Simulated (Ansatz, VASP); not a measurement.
## TiO2: VASP beside Ansatz

File INCAR:

```
AGGAC    = 0.0          
ALDAC    = 0.0          
ALGO     = Normal         # electronic algorithm
EDIFF    = 1E-7           # SCF threshold, eV
ENCUT    = 520            # plane-wave cutoff, eV
GGA      = PE             # functional
ISIF     = 2              # what is computed and relaxed
ISMEAR   = -1             # smearing method
LASPH    = True           # aspherical terms in the spheres
LCHARG   = True           # write CHGCAR
LELF     = True           # ELF
LREAL    = False          # projectors in reciprocal space
LVHAR    = True         
LWAVE    = False          # write WAVECAR
NBANDS   = 60             # bands
NELM     = 80             # most SCF steps
PREC     = Accurate       # precision mode
SIGMA    = 0.05           # smearing width, eV
```

KPOINTS

```
k-points
0
Gamma
  8 8 4
```

Contents of POSCAR:

```
TiO2
1.0
    6.1122767729     -1.8708273909      0.0000000000
    6.1122767729      1.8708273909      0.0000000000
   -1.9153839319      0.0000000000      6.2864893037
Ti O
4 8
Direct
    0.9000710000      0.9000710000      0.2896020000
    0.1952860000      0.1952860000      0.2837620000
    0.0999290000      0.0999290000      0.7103980000
    0.8047140000      0.8047140000      0.7162380000
    0.3619310000      0.3619310000      0.2933970000
    0.2634885000      0.2634885000      0.6525000000
    0.8671885000      0.8671885000      0.9952910000
    0.7365115000      0.7365115000      0.3475000000
    0.9416475000      0.9416475000      0.6300210000
    0.1328115000      0.1328115000      0.0047090000
    0.6380690000      0.6380690000      0.7066030000
    0.0583525000      0.0583525000      0.3699790000
```

Contents of input.yaml:

```yaml
crystal:
  lattice:
    - [6.1122767729, -1.8708273909, 0.0]
    - [6.1122767729, 1.8708273909, 0.0]
    - [-1.9153839319, 0.0, 6.2864893037]
  atoms:
    - { symbol: Ti, position: [0.900071, 0.900071, 0.289602] }
    - { symbol: Ti, position: [0.195286, 0.195286, 0.283762] }
    - { symbol: Ti, position: [0.099929, 0.099929, 0.710398] }
    - { symbol: Ti, position: [0.804714, 0.804714, 0.716238] }
    - { symbol: O, position: [0.361931, 0.361931, 0.293397] }
    - { symbol: O, position: [0.2634885, 0.2634885, 0.6525] }
    - { symbol: O, position: [0.8671885, 0.8671885, 0.995291] }
    - { symbol: O, position: [0.7365115, 0.7365115, 0.3475] }
    - { symbol: O, position: [0.9416475, 0.9416475, 0.630021] }
    - { symbol: O, position: [0.1328115, 0.1328115, 0.004709] }
    - { symbol: O, position: [0.638069, 0.638069, 0.706603] }
    - { symbol: O, position: [0.0583525, 0.0583525, 0.369979] }
hamiltonian:
  xc: { exchange: pbe, correlation: none }
  pseudopotentials: { kind: paw }
kpoints:
  mp_grid: { grid: [8, 8, 4] }
scf:
  occupations: { method: fermi_dirac, width: 0.05 }
output:
  forces: true
  stress: true
  eigenvalues: true
  write_density: true
  write_potential: true
  elf: true
  volumetric_format: npy
```

Alike in both runs: task single point; functional PBE exchange alone; k mesh 8 × 8 × 4; occupations fermi-dirac, width 0.05 eV; no spin polarisation.

|  | VASP | Ansatz |
| --- | --- | --- |
| version | VASP 6.6.1 | Ansatz 0.2.0 |
| potentials or method | VASP PAW PBE potentials, release 64 (Ti_sv, O) | Ansatz PAW |
| plane-wave cutoff (eV) | 520 | 420 |
| valence electrons in the cell | 96 | 96 |

|  | VASP | Ansatz | Ansatz less VASP |
| --- | --- | --- | --- |
| gap on the k mesh at the Fermi level (eV) | 2.83 | 2.85 | +0.022 |
| least direct gap on the mesh (eV) | 3.01 | 3.03 | +0.021 |
| pressure (GPa) | 19.7 | 18.8 | -0.89 |
| traceless stress, the component that is largest in VASP (GPa) | -0.86 | -0.74 | +0.117 |
| rms of the force components (eV/Å) | 0.157 | 0.148 | -0.0099 |

VASP's potentials were made for PBE, not for PBE exchange alone. Atom by atom the forces differ by 0.045 eV/Å (rms over components). With one functional, cell and mesh, what is left measures potentials, basis and numerics.
